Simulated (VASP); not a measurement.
A run of VASP 6.6.1 is set up as follows.

INCAR

```
SYSTEM = AgS
PREC = Accurate ; ENCUT = 520
EDIFF = 1E-6 ; ISMEAR = 0
SIGMA = 0.1 ; LREAL = .FALSE.
LASPH = .TRUE. ; NELM = 80
ALGO = Normal ; ISIF = 2
LWAVE = .FALSE. ; LCHARG = .FALSE.
GGA = PE ; NBANDS = 16
```

File KPOINTS:

```
Automatic mesh
0
G
  6 6 6
  0 0 0
```

File POSCAR:

```
AgS
1.0
    0.0000000000      2.6488772113      2.6488772113
    2.6488772113      0.0000000000      2.6488772113
    2.6488772113      2.6488772113      0.0000000000
Ag S
1 1
Direct
    0.0000000000      0.0000000000      0.0000000000
    0.5000000000      0.5000000000      0.5000000000
```

Potentials or basis: VASP PAW PBE potentials, release 64 (Ag, S).

Command:

```bash
$ cat potpaw_PBE.64/Ag/POTCAR potpaw_PBE.64/S/POTCAR > POTCAR
$ mpirun -np 1 vasp_std > vasp.out
```

Q: Predict the pressure.

A: -0.5 GPa.
